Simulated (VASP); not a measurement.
# AlN (Cmcm) in VASP: notebook

Runs on AlN. Level: PBE. Tasks: single point.

Program: VASP 6.6.1. These are calculated values, not measurements. Logs are shortened: lines on timing, memory, paths and dates and some standing lists are left out, and cuts for length are marked.

**1. The cell of the first run**

Symmetry: Cmcm, No. 63, orthorhombic system. The conventional cell has a = 4.104 Å, b = 4.104 Å, c = 4.104 Å, α = 90.00°, β = 90.00°, γ = 90.00°. Within 2.7 Å of Al (site symmetry m2m) lie 6 N at 2.02 to 2.08 Å. Within 2.7 Å of N (site symmetry m2m) lie 6 Al at 2.02 to 2.08 Å.

**2. Single point, PBE**

The input, INCAR:

```
ALGO = Normal ; EDIFF = 1E-6
ENCUT = 520 ; GGA = PE
ISIF = 2 ; ISMEAR = 0
LASPH = T ; LCHARG = T
LELF = T ; LREAL = F
LVHAR = T ; LWAVE = F
NBANDS = 16 ; NELM = 60
PREC = Accurate ; SIGMA = 0.05
```

The input, KPOINTS:

```
k-points
0
Gamma
  8 8 6
```

The input, POSCAR:

```
AlN
1.0
    0.0000000000     -2.0522097487     -2.0522097487
    0.0000000000      2.0522097487     -2.0522097487
    4.1044194972      0.0000000000      0.0000000000
Al N
2 2
Direct
    0.5115952475      0.4884047525      0.0000000000
   -0.0115952475      0.0115952475      0.5000000000
    0.4957933423      0.5042066577      0.5000000000
    0.0042066577      0.9957933423      0.0000000000
```

Potentials or basis: VASP PAW PBE potentials, release 64 (Al, N).

On the command line:

```sh
$ cat potpaw_PBE.64/Al/POTCAR potpaw_PBE.64/N/POTCAR > POTCAR
$ mpirun -np 1 vasp_std > vasp.out
```

OUTCAR:

```text
EDIFF = 1E-6
   ENCUT = 520
   GGA = PE
   ISIF = 2
   ISMEAR = 0
   LASPH = T
   LREAL = F
   NELM = 60
   PREC = Accurate

 ion  position               nearest neighbor table
   1  0.512  0.488  0.000-   4 2.02   4 2.05   4 2.05   3 2.05   3 2.05   4 2.08   2 2.84   2 2.84
                             2 2.90   2 2.90   2 2.90   2 2.90   2 2.97   2 2.97
   2  0.988  0.012  0.500-   3 2.02   3 2.05   3 2.05   4 2.05   4 2.05   3 2.08   1 2.84   1 2.84
                             1 2.90   1 2.90   1 2.90   1 2.90   1 2.97   1 2.97
   3  0.496  0.504  0.500-   2 2.02   2 2.05   2 2.05   1 2.05   1 2.05   2 2.08
   4  0.004  0.996  0.000-   1 2.02   1 2.05   1 2.05   2 2.05   2 2.05   1 2.08

  LATTYP: Found a simple tetragonal cell.
 ALAT       =     2.9022628594
 C/A-ratio  =     1.4142135623

  Lattice vectors:

 A1 = (   0.0000000000,  -2.0522097487,  -2.0522097487)
 A2 = (   0.0000000000,   2.0522097487,  -2.0522097487)
 A3 = (   4.1044194972,   0.0000000000,   0.0000000000)

Analysis of symmetry for initial positions (statically):
=====================================================================
 Subroutine PRICEL returns:
 Original cell was already a primitive cell.

 Routine SETGRP: Setting up the symmetry group for a
 simple tetragonal supercell.

 Subroutine GETGRP returns: Found  8 space group operations
 (whereof  4 operations were pure point group operations)
 out of a pool of 16 trial point group operations.

The static configuration has the point symmetry C_2v.
 The point group associated with its full space group is D_2h.

Analysis of symmetry for dynamics (positions and initial velocities):
=====================================================================
 Subroutine PRICEL returns:
 Original cell was already a primitive cell.

 Routine SETGRP: Setting up the symmetry group for a
 simple tetragonal supercell.

 Subroutine GETGRP returns: Found  8 space group operations
 (whereof  4 operations were pure point group operations)
 out of a pool of 16 trial point group operations.

The dynamic configuration has the point symmetry C_2v.
 The point group associated with its full space group is D_2h.

 Subroutine INISYM returns: Found  8 space group operations
 (whereof  4 operations are pure point group operations),
 and found     1 'primitive' translations

----------------------------------------------------------------------------------------

                                     Primitive cell

  volume of cell :      34.5721

  direct lattice vectors                    reciprocal lattice vectors
     0.000000000 -2.052209749 -2.052209749     0.000000000 -0.243639813 -0.243639813
     0.000000000  2.052209749 -2.052209749     0.000000000  0.243639813 -0.243639813
     4.104419497  0.000000000  0.000000000     0.243639813  0.000000000  0.000000000

  length of vectors
     2.902262859  2.902262859  4.104419497     0.344558728  0.344558728  0.243639813

  position of ions in fractional coordinates (direct lattice)
     0.511595247  0.488404753  0.000000000
     0.988404753  0.011595247  0.500000000
     0.495793342  0.504206658  0.500000000
     0.004206658  0.995793342  0.000000000

  ion indices of the primitive-cell ions
   primitive index   ion index
                 1           1
                 2           2
                 3           3
                 4           4

----------------------------------------------------------------------------------------

 KPOINTS: k-points

Automatic generation of k-mesh.
 Grid dimensions read from file:
 generate k-points for:    8    8    6

 Generating k-lattice:

  Cartesian coordinates                     Fractional coordinates (reciprocal lattice)
     0.000000000 -0.030454977 -0.030454977     0.125000000  0.000000000  0.000000000
     0.000000000  0.030454977 -0.030454977     0.000000000  0.125000000  0.000000000
     0.040606636  0.000000000  0.000000000     0.000000000  0.000000000  0.166666667

  Length of vectors
     0.043069841  0.043069841  0.040606636

  Shift w.r.t. Gamma in fractional coordinates (k-lattice)
     0.000000000  0.000000000  0.000000000

 Subroutine IBZKPT returns following result:
 ===========================================

 Found     84 irreducible k-points:

 Following reciprocal coordinates:
            Coordinates               Weight
  0.000000  0.000000  0.000000      1.000000
  0.125000  0.000000  0.000000      4.000000
  0.250000  0.000000  0.000000      4.000000
  0.375000  0.000000  0.000000      4.000000
  0.500000  0.000000  0.000000      2.000000
  0.125000  0.125000  0.000000      2.000000
[... 16 lines left out ...]
  0.125000  0.000000  0.166667      8.000000
  0.250000  0.000000  0.166667      8.000000
 [... further k-points ...]
   k-points           NKPTS =     84   k-points in BZ     NKDIM =     84   number of bands    NBANDS=     16
   number of dos      NEDOS =    301   number of ions     NIONS =      4
   total plane-waves  NPLWV =  18432
   dimension x,y,z NGX =    24 NGY =   24 NGZ =   32
   dimension x,y,z NGXF=    48 NGYF=   48 NGZF=   64
   ions per type =               2   2
   NGX,Y,Z   is equivalent  to a cutoff of  13.75, 13.75, 12.96 a.u.
   NGXF,Y,Z  is equivalent  to a cutoff of  27.50, 27.50, 25.92 a.u.
 SYSTEM =  unknown system
   PREC   = accura    normal or accurate (medium, high low for compatibility)
   ISTART =      0    job   : 0-new  1-cont  2-samecut
   ICHARG =      2    charge: 1-file 2-atom 10-const
   ISPIN  =      1    spin polarized calculation?
   LNONCOLLINEAR =      F non collinear calculations
   LSORBIT =      F    spin-orbit coupling
   LASPH  =      T    aspherical Exc in radial PAW
   ENCUT  =  520.0 eV  38.22 Ry    6.18 a.u.   5.40  5.40  7.63*2*pi/ulx,y,z
   NELM   =     60;   NELMIN=  2; NELMDL= -5     # of ELM steps
   EDIFF  = 0.1E-05   stopping-criterion for ELM
   LREAL  =      F    real-space projection
[... 7 lines left out ...]
   TEBEG  =    0.0;   TEEND  =   0.0 temperature during run
   PSTRESS=    0.0 pullay stress
   NELECT =      16.0000    total number of electrons
   NUPDOWN=      -1.0000    fix difference up-down
   EMIN   =  10.00;   EMAX   =-10.00  energy-range for DOS
   EFERMI =   0.00;   METHOD = LEGACY
   ISMEAR =     0;   SIGMA  =   0.05  broadening in eV -4-tet -1-fermi 0-gaus
   EFERMI_NEDOS =   21; number of points for ismear=-14 and -15
   IALGO  =     38    algorithm
   IMIX   =      4    mixing-type and parameters
     AMIX     =   0.40;   BMIX     =  1.00
     AMIX_MAG =   1.60;   BMIX_MAG =  1.00
  volume/ion in A,a.u.               =       8.64        58.33
  Fermi-wavevector in a.u.,A,eV,Ry     =   1.266309  2.392977 21.817471  1.603539
  Thomas-Fermi vector in A             =   2.399517
   LORBIT       =      0    0 simple, 1 ext, 2 COOP (PROOUT), +10 PAW based schemes
   GGA     = PE    functional components
   LHFCALC =     F    Hartree Fock is set to
   AEXX    =    0.0000 exact exchange contribution
   IVDW    =     0    specifies the selected vdW correction
   LEPSILON=     F    determine dielectric tensor
   LRPA    =     F    only Hartree local field effects (RPA)
 non-spin polarized calculation
 Gauss-broadening in eV      SIGMA  =   0.05
  energy-cutoff  :      520.00
  volume of cell :       34.57
 maximum number of plane-waves:       951
 NGX is ok and might be reduce to    24
   NGX = 11   NGY = 11   NGZ = 15

 number of electron      16.0000000 magnetization

 Free energy of the ion-electron system (eV)
  ---------------------------------------------------
  ext. energy  EPLUGINS =         0.00000000
  ---------------------------------------------------
  free energy    TOTEN  =       -29.05167120 eV

  energy without entropy =      -29.05167120  energy(sigma->0) =      -29.05167120

 E-fermi :   9.6065     XC(G=0): -12.0761

 val. band max:        9.3923502787   @ k =   0.0000   0.0000   0.0000
 cond. band min:      13.5597528511   @ k =   0.5000   0.5000   0.0000
 fundamental gap:      4.1674025724
 Fermi energy:         9.6064666753

 k-point     1 :       0.0000    0.0000    0.0000
  band No.  band energies     occupation
      1      -7.7615      2.00000
      2      -3.7601      2.00000
      3       2.3081      2.00000
      4       6.7071      2.00000
      5       6.7089      2.00000
      6       9.3812      2.00000
[... 8 lines left out ...]
     15      22.9907      0.00000
     16      25.9143      0.00000

 k-point     2 :       0.1250    0.0000    0.0000
  band No.  band energies     occupation
      1      -7.5572      2.00000
      2      -3.7261      2.00000
      3       2.5185      2.00000
      4       5.7202      2.00000
      5       6.8362      2.00000
      6       8.4236      2.00000
[... 8 lines left out ...]
     15      22.6786      0.00000
     16      24.5044      0.00000

 k-point     3 :       0.2500    0.0000    0.0000
  band No.  band energies     occupation
      1      -6.9633      2.00000
      2      -3.7425      2.00000
      3       3.1402      2.00000
      4       4.1267      2.00000
      5       6.5893      2.00000
      6       7.2036      2.00000
[... 8 lines left out ...]
     15      22.5919      0.00000
     16      22.5992      0.00000

 k-point     4 :       0.3750    0.0000    0.0000
  band No.  band energies     occupation
      1      -6.0517      2.00000
      2      -4.1206      2.00000
      3       3.2841      2.00000
      4       4.1390      2.00000
      5       4.8405      2.00000
      6       6.8844      2.00000
[... 8 lines left out ...]
     15      21.5716      0.00000
     16      22.2464      0.00000

 k-point     5 :       0.5000    0.0000    0.0000
  band No.  band energies     occupation
      1      -4.9939      2.00000
      2      -4.9932      2.00000
      3       3.5968      2.00000
      4       3.6173      2.00000
      5       5.4305      2.00000
      6       5.4465      2.00000
[... 8 lines left out ...]
     15      21.3911      0.00000
     16      21.6075      0.00000

 k-point     6 :       0.1250    0.1250    0.0000
  band No.  band energies     occupation
      1      -7.3555      2.00000
      2      -3.6884      2.00000
      3       2.7271      2.00000
      4       5.6430      2.00000
      5       6.0997      2.00000
      6       8.0131      2.00000
[... 8 lines left out ...]
     15      22.2426      0.00000
     16      22.5345      0.00000

 k-point     7 :      -0.1250    0.1250    0.0000
  band No.  band energies     occupation
      1      -7.3555      2.00000
      2      -3.6883      2.00000
      3       2.7271      2.00000
      4       5.6436      2.00000
      5       6.0994      2.00000
      6       8.0105      2.00000
[... 8 lines left out ...]
     15      22.5335      0.00000
     16      22.6234      0.00000

 k-point     8 :       0.2500    0.1250    0.0000
  band No.  band energies     occupation
      1      -6.7706      2.00000
      2      -3.6868      2.00000
      3       3.3418      2.00000
      4       4.2051      2.00000
      5       6.3716      2.00000
      6       6.4543      2.00000
[... 8 lines left out ...]
     15      22.1380      0.00000
     16      23.0235      0.00000

 k-point     9 :      -0.1250    0.2500    0.0000
  band No.  band energies     occupation
      1      -6.7706      2.00000
      2      -3.6867      2.00000
      3       3.3419      2.00000
      4       4.2051      2.00000
      5       6.3866      2.00000
      6       6.4388      2.00000
[... 8 lines left out ...]
     15      22.1952      0.00000
     16      22.9852      0.00000
[... 172 lines left out ...]
 k-point    19 :      -0.3750    0.3750    0.0000
  band No.  band energies     occupation
      1      -4.6712      2.00000
      2      -3.6886      2.00000
      3       2.7268      2.00000
      4       3.4180      2.00000
      5       5.6445      2.00000
      6       6.0994      2.00000
[... 8 lines left out ...]
     15      23.6460      0.00000
     16      25.3200      0.00000

 k-point    20 :       0.5000    0.3750    0.0000
  band No.  band energies     occupation
      1      -3.9929      2.00000
      2      -3.9921      2.00000
      3       2.6900      2.00000
      4       2.6957      2.00000
      5       6.4708      2.00000
      6       6.4801      2.00000
[... 8 lines left out ...]
     15      25.0757      0.00000
     16      25.1510      0.00000

 k-point    21 :       0.5000    0.5000    0.0000
  band No.  band energies     occupation
      1      -3.7606      2.00000
      2      -3.7605      2.00000
      3       2.3079      2.00000
      4       2.3082      2.00000
      5       6.7067      2.00000
      6       6.7075      2.00000
[... 8 lines left out ...]
     15      25.9406      0.00000
     16      25.9545      0.00000

 k-point    22 :       0.0000    0.0000    0.1667
  band No.  band energies     occupation
      1      -7.5797      2.00000
      2      -4.2109      2.00000
      3       2.8457      2.00000
      4       6.8427      2.00000
      5       6.8447      2.00000
      6       8.6979      2.00000
[... 8 lines left out ...]
     15      22.5401      0.00000
     16      24.0043      0.00000

 k-point    23 :       0.1250    0.0000    0.1667
  band No.  band energies     occupation
      1      -7.3782      2.00000
      2      -4.1370      2.00000
      3       2.9211      2.00000
      4       5.9878      2.00000
      5       6.9659      2.00000
      6       7.6102      2.00000
[... 8 lines left out ...]
     15      22.1899      0.00000
     16      24.2856      0.00000

 k-point    24 :       0.2500    0.0000    0.1667
  band No.  band energies     occupation
      1      -6.7951      2.00000
      2      -4.0235      2.00000
      3       2.8225      2.00000
      4       5.0119      2.00000
      5       5.7719      2.00000
      6       7.3142      2.00000
[... 8 lines left out ...]
     15      21.6529      0.00000
     16      23.1434      0.00000

 [... further k-points ...]
[... 5 lines left out ...]
  --------------------------------------------------------------------------------------
  -------------------------------------------------------------------------------------
  Total       -1.2923514     -1.2456072     -1.3725286      0.0000000      0.0000000      0.0000000
  in kB      -59.8916087    -57.7253351    -63.6072718      0.0000000      0.0000000      0.0000000
  external PRESSURE =     -60.4080719 kB  Pullay stress =       0.0000000 kB

 VOLUME and BASIS-vectors are now :
 -----------------------------------------------------------------------------
  energy-cutoff  :      520.00
  volume of cell :       34.57
      direct lattice vectors                 reciprocal lattice vectors
     0.000000000 -2.052209749 -2.052209749     0.000000000 -0.243639813 -0.243639813
     0.000000000  2.052209749 -2.052209749     0.000000000  0.243639813 -0.243639813
     4.104419497  0.000000000  0.000000000     0.243639813  0.000000000  0.000000000

 POSITION                                       TOTAL-FORCE (eV/Angst)
 -----------------------------------------------------------------------------------
      0.00000     -0.04759     -2.05221         0.000000      0.444943      0.000000
      2.05221     -2.00462     -2.05221         0.000000     -0.444943      0.000000
      2.05221      0.01727     -2.05221         0.000000     -0.109546      0.000000
      0.00000      2.03494     -2.05221         0.000000      0.109546      0.000000
 -----------------------------------------------------------------------------------
    total drift:                               -0.000000      0.000000     -0.000000

  FREE ENERGIE OF THE ION-ELECTRON SYSTEM (eV)
  ---------------------------------------------------
  free  energy   TOTEN  =       -29.0516712045 eV

  energy  without entropy=      -29.0516712045  energy(sigma->0) =      -29.05167120
```

It took 24 s on 1 thread of Intel Xeon Platinum 8259CL at 2.50GHz (Skylake/Cascade Lake), shared host; peak memory 0.16 GiB.

What came out:

```
Free energy            : -29.0517 eV
Pressure               : -6.0 GPa
Largest force          : 0.445 eV/Å
Band gap on the k mesh : 4.17 eV
```

Forces on the atoms (eV/Å):
```
Al   0.000  0.445  0.000
Al   0.000 -0.445  0.000
N    0.000 -0.110  0.000
N    0.000  0.110  0.000
```

Stress tensor (GPa, compression positive):
```
-5.99  0.00  0.00
 0.00 -5.77  0.00
 0.00  0.00 -6.36
```

**3. Single point, PBE**

This run uses another cell than the first one, of 8.86 Å³/atom, 1.025 times its volume.

The input, INCAR:

```
SYSTEM = AlN
PREC     = Accurate       ! precision mode
ENCUT    = 520            ! plane-wave cutoff, eV
EDIFF    = 1E-6           ! SCF threshold, eV
ISMEAR   = 0              ! smearing method
SIGMA    = 0.05           ! smearing width, eV
LREAL    = .False.        ! projectors in reciprocal space
LASPH    = .True.         ! aspherical terms in the spheres
NELM     = 100            ! most SCF steps
ALGO     = Normal         ! electronic algorithm
ISIF     = 2              ! what is computed and relaxed
LWAVE    = .False.        ! write WAVECAR
LCHARG   = .False.        ! write CHGCAR
GGA      = PE             ! functional
NBANDS   = 16             ! bands
```

The input, KPOINTS:

```
Automatic mesh
0
Gamma
  8 8 6
  0 0 0
```

The input, POSCAR:

```
AlN
1.0
    0.0000000000     -2.0693064083     -2.0693064083
    0.0000000000      2.0693064083     -2.0693064083
    4.1386128164      0.0000000000      0.0000000000
Al N
2 2
Direct
    0.5057976238      0.4942023762      0.0000000000
   -0.0057976238      0.0057976238      0.5000000000
    0.4978966712      0.5021033288      0.5000000000
    0.0021033288      0.9978966712      0.0000000000
```

Potentials or basis: VASP PAW PBE potentials, release 64 (Al, N).

On the command line:

```sh
$ cat potpaw_PBE.64/Al/POTCAR potpaw_PBE.64/N/POTCAR > POTCAR
$ mpirun -np 1 vasp_std > vasp.out
```

Run time: 24 s. Hardware: 1 thread of Intel Xeon Platinum 8259CL at 2.50GHz (Skylake/Cascade Lake), shared host; peak memory 0.16 GiB.

It converged, with:

* Free energy: -29.0212 eV
* Pressure: -11.5 GPa
* Largest force: 0.205 eV/Å
* Band gap on the k mesh: 3.95 eV

Forces in eV/Å, atoms in the order of the input:
```
Al   0.000  0.205  0.000
Al   0.000 -0.205  0.000
N    0.000 -0.065  0.000
N    0.000  0.065  0.000
```

Stress tensor (GPa, compression positive):
```
-11.50   0.00   0.00
  0.00 -11.45   0.00
  0.00   0.00 -11.58
```

Levels at points of the mesh, in eV from the valence-band top:
| k point | band 5 | band 6 | band 7 | band 8 | band 9 | band 10 | band 11 | band 12 |
| --- | --- | --- | --- | --- | --- | --- | --- | --- |
| (0.00, 0.00, 0.00) | -2.62 | 0.00 | 0.00 | 0.00 | 3.95 | 4.70 | 5.41 | 11.91 |
| (0.50, 0.00, 0.00) | -3.86 | -3.85 | -1.01 | -1.00 | 7.82 | 7.89 | 9.62 | 9.69 |
| (0.50, 0.50, 0.00) | -2.62 | -2.62 | -2.62 | -2.62 | 3.95 | 3.95 | 5.40 | 5.41 |
| (0.00, 0.00, 0.50) | -1.51 | -1.51 | -1.51 | -1.51 | 6.93 | 6.93 | 7.48 | 7.48 |
| (0.50, 0.00, 0.50) | -0.95 | -0.95 | -0.95 | -0.95 | 5.70 | 5.70 | 10.44 | 10.44 |
| (0.50, 0.50, 0.50) | -5.33 | -5.33 | -3.74 | -3.74 | 7.38 | 7.38 | 10.32 | 10.32 |

[end of part 1 of 2]
